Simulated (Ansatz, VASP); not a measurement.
## One calculation of H2CSO, two programs

```xyz
25
Lattice="7.9817 0.0000 0.0000 0.0000 7.9817 0.0000 0.0000 0.0000 7.9817" Properties=species:S:1:pos:R:3 pbc="T T T"
H     0.0393    4.0241    3.4087
H     0.1793    4.7461    3.2947
H     4.6289    7.1841    5.8917
H     4.1371    7.3629    5.3648
H     1.0518    5.7272    8.2714
H     1.2771    5.1745    8.7214
H     1.2771    7.2659    4.4774
H     1.6766    7.1449    3.8604
H     6.4378    5.3086    6.2143
H     6.7436    5.0623    5.5833
O     1.8117    0.5274   -1.1115
O     4.3008    6.0317    0.3469
O     7.2309    7.6863    0.5832
O     5.7981    2.0133    6.3816
O     3.2602    1.8548    4.4052
C     2.2050    0.7835   -0.0516
C     4.0670    5.6184    1.4028
C     6.8269    7.8034    1.6633
C     6.0911    2.5136    7.3865
C     2.9847    2.7161    5.1270
S     2.7371    1.1430    1.3689
S     3.7516    5.0739    2.8253
S     6.2777    7.9600    3.1096
S     6.4853    3.1868    8.7349
S     2.6151    3.8847    6.0889
```

Alike in both runs: functional r2SCAN; dispersion D3(BJ); k mesh 1 × 1 × 1; occupations fermi-dirac, width 0.05 eV; no spin polarisation.

Ansatz relaxed the structure, and its values are those at the end. VASP's run is a single point on that final structure, the one shown.

|  | VASP | Ansatz |
| --- | --- | --- |
| version | VASP 6.6.1 | Ansatz 0.2.0 |
| potentials or method | VASP PAW PBE potentials, release 64 (H, O, C, S), cutoff 520 eV | scalar-relativistic, plane waves, PAW |
| valence electrons in the cell | 90 | 90 |

|  | VASP | Ansatz | Ansatz less VASP |
| --- | --- | --- | --- |
| rms of the force components (eV/Å) | 0.365 | 0.050 | -0.3144 |

VASP's potentials were made for PBE, not for r2SCAN. One of these differences is far larger than is usual between the two programs; its cause wasn't traced. Ansatz's warnings: dispersion damping borrowed.

Noted on VASP's run: the standard files for N, O and F lose accuracy on very short bonds.
